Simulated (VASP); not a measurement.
# Sn3Ge5 (P1) in VASP: single point with PBEsol

Aim: the single point of Sn3Ge5 with PBEsol.

Everything below comes from runs of VASP 6.6.1. Logs are shortened: lines on timing, memory, paths and dates and some standing lists are left out, and cuts for length are marked.

## (1) The cell of the first run

The typed cell holds 32 atoms: a = 11.973 Å, b = 11.973 Å, c = 5.987 Å, α = 90.00°, β = 90.00°, γ = 90.00°.

## (2) Single point, PBEsol

File INCAR:

```
PREC = Accurate ; ENCUT = 520
EDIFF = 1E-7 ; ISMEAR = 0
SIGMA = 0.05 ; LREAL = Auto
LASPH = T ; NELM = 60
ALGO = Normal ; ISIF = 2
LWAVE = F ; LCHARG = F
GGA = PS ; NBANDS = 246
ISYM = 0
```

File KPOINTS:

```
Automatic mesh
0
Gamma
  1 1 1
  0.25 0.25 0.25
```

File POSCAR:

```
Sn3Ge5
1.0
   11.9732000000      0.0000000000      0.0000000000
    0.0000000000     11.9732000000      0.0000000000
    0.0000000000      0.0000000000      5.9866000000
Sn Ge
12 20
Direct
    0.0050720000      0.9903730000      0.9886940000
    0.4923160000      0.4999800000      0.9832100000
    0.1262200000      0.1274600000      0.2435310000
    0.6230970000      0.1230510000      0.2652480000
    0.2414570000      0.7569150000      0.0154060000
    0.7497690000      0.2472330000      0.9908760000
    0.3722310000      0.8648190000      0.2492560000
    0.2638430000      0.5006520000      0.5102250000
    0.7421640000      0.5104310000      0.5127930000
    0.0029400000      0.7558830000      0.4958890000
    0.1346450000      0.3787120000      0.7473420000
    0.1279770000      0.8773620000      0.7709270000
    0.0082020000      0.5040560000      0.0083010000
    0.4885270000      0.0026480000      0.9984750000
    0.1236750000      0.6241640000      0.2398020000
    0.6129890000      0.6242340000      0.2482490000
    0.2505800000      0.2579430000      0.9976480000
    0.7541170000      0.7356750000      0.9981260000
    0.3776300000      0.3777230000      0.2735960000
    0.8769150000      0.3759490000      0.2484410000
    0.8766890000      0.8856090000      0.2521020000
    0.2533860000      0.0110300000      0.4956220000
    0.7525190000      0.9994370000      0.4966130000
    0.3731190000      0.1211420000      0.7370400000
    0.3710740000      0.6379300000      0.7421420000
    0.8759730000      0.1293740000      0.7423020000
    0.8748420000      0.6170590000      0.7255490000
    0.0029260000      0.2417690000      0.4820670000
    0.5008420000      0.2449570000      0.5046660000
    0.4899110000      0.7452010000      0.4998540000
    0.6336780000      0.3758800000      0.7498980000
    0.6249930000      0.8761970000      0.7433740000
```

Potentials or basis: VASP PAW PBE potentials, release 64 (Sn_d, Ge_d).

Started as:

```
$ cat potpaw_PBE.64/Sn_d/POTCAR potpaw_PBE.64/Ge_d/POTCAR > POTCAR
$ mpirun -np 1 vasp_std > vasp.out
```

OUTCAR:

```text
PREC = Accurate
   ENCUT = 520
   EDIFF = 1E-7
   ISMEAR = 0
   LREAL = Auto
   LASPH = T
   NELM = 60
   ISIF = 2
   GGA = PS
   ISYM = 0

 ion  position               nearest neighbor table
   1  0.005  0.990  0.989-  12 2.39  21 2.53   3 2.67  26 2.71
   2  0.492  0.500  0.983-  16 2.61  25 2.63  31 2.65  19 2.66
   3  0.126  0.127  0.244-  28 2.47  22 2.56  17 2.61   1 2.67
   4  0.623  0.123  0.265-  29 2.52  23 2.55   6 2.68  14 2.69
   5  0.241  0.757  0.015-  12 2.46   7 2.47  15 2.51  25 2.67
   6  0.750  0.247  0.991-  31 2.53  26 2.55  20 2.66   4 2.68
[... 24 lines left out ...]
  31  0.634  0.376  0.750-   9 2.51   6 2.53   2 2.65  29 2.67
  32  0.625  0.876  0.743-  23 2.59  30 2.68  14 2.70  18 2.75

IMPORTANT INFORMATION: All symmetrisations will be switched off!
NOSYMM: (Re-)initialisation of all symmetry stuff for point group C_1.

----------------------------------------------------------------------------------------

                                     Primitive cell

  volume of cell :     858.2241

  direct lattice vectors                    reciprocal lattice vectors
    11.973200000  0.000000000  0.000000000     0.083519861  0.000000000  0.000000000
     0.000000000 11.973200000  0.000000000     0.000000000  0.083519861  0.000000000
     0.000000000  0.000000000  5.986600000     0.000000000  0.000000000  0.167039722

  length of vectors
    11.973200000 11.973200000  5.986600000     0.083519861  0.083519861  0.167039722

  position of ions in fractional coordinates (direct lattice)
     0.005072000  0.990373000  0.988694000
     0.492316000  0.499980000  0.983210000
     0.126220000  0.127460000  0.243531000
     0.623097000  0.123051000  0.265248000
     0.241457000  0.756915000  0.015406000
     0.749769000  0.247233000  0.990876000
[... 24 lines left out ...]
     0.633678000  0.375880000  0.749898000
     0.624993000  0.876197000  0.743374000

  ion indices of the primitive-cell ions
   primitive index   ion index
                 1           1
                 2           2
                 3           3
                 4           4
                 5           5
                 6           6
[... 24 lines left out ...]
                31          31
                32          32

----------------------------------------------------------------------------------------

 KPOINTS: Automatic mesh

[... 49 lines left out ...]
   NSW    =      0    number of steps for IOM
   IBRION =     -1    ionic relax: 0-MD 1-quasi-New 2-CG
   NFREE  =      0    steps in history (QN), initial steepest desc. (CG)
   ISIF   =      2    stress and relaxation
   ISYM   =      0    0-nonsym 1-usesym 2-fastsym
   POTIM  = 0.5000    time-step for ionic-motion
   TEBEG  =    0.0;   TEEND  =   0.0 temperature during run
   PSTRESS=    0.0 pullay stress
   NELECT =     448.0000    total number of electrons
   NUPDOWN=      -1.0000    fix difference up-down
   EMIN   =  10.00;   EMAX   =-10.00  energy-range for DOS
   EFERMI =   0.00;   METHOD = LEGACY
   ISMEAR =     0;   SIGMA  =   0.05  broadening in eV -4-tet -1-fermi 0-gaus
   EFERMI_NEDOS =   21; number of points for ismear=-14 and -15
   IALGO  =     38    algorithm
   IMIX   =      4    mixing-type and parameters
     AMIX     =   0.40;   BMIX     =  1.00
     AMIX_MAG =   1.60;   BMIX_MAG =  1.00
  volume/ion in A,a.u.               =      26.82       180.99
  Fermi-wavevector in a.u.,A,eV,Ry     =   1.318157  2.490956 23.640651  1.737539
  Thomas-Fermi vector in A             =   2.448147
   LORBIT       =      0    0 simple, 1 ext, 2 COOP (PROOUT), +10 PAW based schemes
   GGA     = PS    functional components
   LHFCALC =     F    Hartree Fock is set to
   AEXX    =    0.0000 exact exchange contribution
   IVDW    =     0    specifies the selected vdW correction
   LEPSILON=     F    determine dielectric tensor
   LRPA    =     F    only Hartree local field effects (RPA)
 non-spin polarized calculation
 Gauss-broadening in eV      SIGMA  =   0.05
  energy-cutoff  :      520.00
  volume of cell :      858.22
 maximum number of plane-waves:     23089
 NGX is ok and might be reduce to    90
   NGX = 45   NGY = 45   NGZ = 23

 number of electron     448.0000028 magnetization

 Free energy of the ion-electron system (eV)
  ---------------------------------------------------
  ext. energy  EPLUGINS =         0.00000000
  ---------------------------------------------------
  free energy    TOTEN  =      -143.17037928 eV

  energy without entropy =     -143.17037928  energy(sigma->0) =     -143.17037928

 E-fermi :   4.8753     XC(G=0):  -9.6703

 val. band max:        4.6472236244   @ k =  -0.2500  -0.2500   0.2500
 cond. band min:       5.6611170763   @ k =  -0.2500   0.2500   0.2500
 fundamental gap:      1.0138934519
 Fermi energy:         4.8753005187

 k-point     1 :       0.2500    0.2500    0.2500
  band No.  band energies     occupation
      1     -19.6421      2.00000
      2     -19.6046      2.00000
      3     -19.5729      2.00000
      4     -19.5656      2.00000
      5     -19.5566      2.00000
      6     -19.5464      2.00000
[... 945 lines left out ...]
    235       6.8129      0.00000
    236       6.8562      0.00000
 [bands above 236 left out]

------------------------ aborting loop because EDIFF is reached ----------------------------------------

  FORCE on cell =-STRESS in cart. coord.  units (eV):
  Direction    XX          YY          ZZ          XY          YZ          ZX
  --------------------------------------------------------------------------------------
  -------------------------------------------------------------------------------------
  Total       15.0215172     13.5849771     13.1646620     -1.8057724      1.4947193      0.4804283
  in kB       28.0429480     25.3611404     24.5764744     -3.3711097      2.7904196      0.8968885
  external PRESSURE =      25.9935209 kB  Pullay stress =       0.0000000 kB

 VOLUME and BASIS-vectors are now :
 -----------------------------------------------------------------------------
  energy-cutoff  :      520.00
  volume of cell :      858.22
      direct lattice vectors                 reciprocal lattice vectors
    11.973200000  0.000000000  0.000000000     0.083519861  0.000000000  0.000000000
     0.000000000 11.973200000  0.000000000     0.000000000  0.083519861  0.000000000
     0.000000000  0.000000000  5.986600000     0.000000000  0.000000000  0.167039722

 POSITION                                       TOTAL-FORCE (eV/Angst)
 -----------------------------------------------------------------------------------
      0.06073     11.85793      5.91892        -3.548785      3.056911      1.612306
      5.89460      5.98636      5.88608         0.207112     -0.291029      0.211345
      1.51126      1.52610      1.45792         0.898565      0.134948     -0.407812
      7.46047      1.47331      1.58793        -0.506799     -0.775741     -0.647743
      2.89101      9.06269      0.09223         0.372678     -3.417949     -0.590525
      8.97713      2.96017      5.93198         0.691771      0.573236      0.331399
[... 24 lines left out ...]
      7.58715      4.50049      4.48934        -1.709096     -0.620798     -0.355358
      7.48317     10.49088      4.45028        -0.144537     -0.487350      0.378695
 -----------------------------------------------------------------------------------
    total drift:                               -0.008720      0.010024      0.039352

  FREE ENERGIE OF THE ION-ELECTRON SYSTEM (eV)
  ---------------------------------------------------
  free  energy   TOTEN  =      -143.1703792827 eV

  energy  without entropy=     -143.1703792827  energy(sigma->0) =     -143.17037928
```

stdout:

```text
POSCAR found type information on POSCAR SnGe
 POSCAR found :  2 types and      32 ions
 scaLAPACK will be used
 -----------------------------------------------------------------------------
|                                                                             |
|                                                                             |
|     You enforced a specific xc type in the INCAR file but a different       |
|     I HOPE YOU KNOW WHAT YOU ARE DOING!                                     |
|                                                                             |
 -----------------------------------------------------------------------------

 LDA part: xc-table for (Slater+PW92), standard interpolation
 POSCAR, INCAR and KPOINTS ok, starting setup
 FFT: planning ... GRIDC
 FFT: planning ... GRID_SOFT
 FFT: planning ... GRID
 WAVECAR not read
 entering main loop
```

Wall time 20 min (1 thread of AMD EPYC 7R13 (Zen 3), shared host); peak memory 1 GiB.

Results:

| Property | Result |
| --- | --- |
| Free energy | -143.1704 eV |
| Pressure | 2.6 GPa |
| Largest force | 4.954 eV/Å |
| Band gap on the k mesh | 1.01 eV (least direct gap 1.03 eV) |

Forces on the atoms (eV/Å):
```
Sn  -3.549  3.057  1.612
Sn   0.207 -0.291  0.211
Sn   0.899  0.135 -0.408
Sn  -0.507 -0.776 -0.648
Sn   0.373 -3.418 -0.591
Sn   0.692  0.573  0.331
Sn   1.531  2.643  1.619
Sn  -0.614  1.698 -1.312
Sn  -0.369 -1.271 -1.942
Sn  -0.715 -0.729 -0.570
Sn  -2.266 -0.996  0.462
Sn   1.857  0.030 -4.546
Ge  -1.272 -0.300 -0.359
Ge   0.800 -0.298 -0.799
Ge  -0.119 -0.795  0.751
Ge   0.293  0.908 -0.173
Ge   1.637 -0.730  0.619
Ge  -0.287  1.015  0.061
Ge   0.742 -1.755 -1.474
Ge   0.638  0.325  0.172
Ge  -1.335 -1.151 -0.178
Ge   0.133 -0.932  0.462
Ge   0.420 -0.431  0.925
Ge   0.149  0.915  0.859
Ge   0.334  0.316  0.746
Ge   0.520 -0.807 -0.992
Ge   1.596  1.224  2.496
Ge  -1.339  1.500  1.171
Ge  -0.527  1.251  0.939
Ge   1.933  0.197  0.530
Ge  -1.709 -0.621 -0.355
Ge  -0.145 -0.487  0.379
```

Caveat: the PAW data sets were made with another functional, which shifts forces and pressure a little; spin-orbit coupling is left out, which moves the levels of the heavy elements; a shifted mesh leaves out Γ, where band edges can lie. A k mesh can miss the band edges.
